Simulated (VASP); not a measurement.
AlCo, 2 atoms in the cell. Symmetry: Pm-3m, No. 221, cubic system. Conventional cell: a = 2.794 Å, b = 2.794 Å, c = 2.794 Å, α = 90.00°, β = 90.00°, γ = 90.00°. Al (site symmetry m-3m) has 8 Co at 2.42 Å and 6 Al at 2.79 Å within 3.2 Å. Within 3.2 Å of Co (site symmetry m-3m) lie 8 Al at 2.42 Å and 6 Co at 2.79 Å. 

- Program: VASP 6.6.1
- Task: single point
- Functional: PBE
- Potentials or basis: VASP PAW PBE potentials, release 64 (Al, Co)
- Cutoff: 520 eV
- k mesh: 14 × 14 × 14
- Occupations: gaussian, width 0.1 eV
- Spin: no spin polarisation
- Dipole correction: no
- Further INCAR settings: ALGO = Normal; EDIFF = 1e-07; NBANDS = 13

Potentials or basis: VASP PAW PBE potentials, release 64 (Al, Co).

The run is started by

```bash
$ cat potpaw_PBE.64/Al/POTCAR potpaw_PBE.64/Co/POTCAR > POTCAR
$ mpirun -np 1 vasp_std > vasp.out
```

Hardware: 1 thread of Intel Xeon 8259CL, on a shared host.

Task: How long does it take, and how much memory?

Result: It took 75 s on 1 thread of Intel Xeon 8259CL, on a shared host, peak memory 0.17 GiB. Counts: scf iterations 14, k points 120.
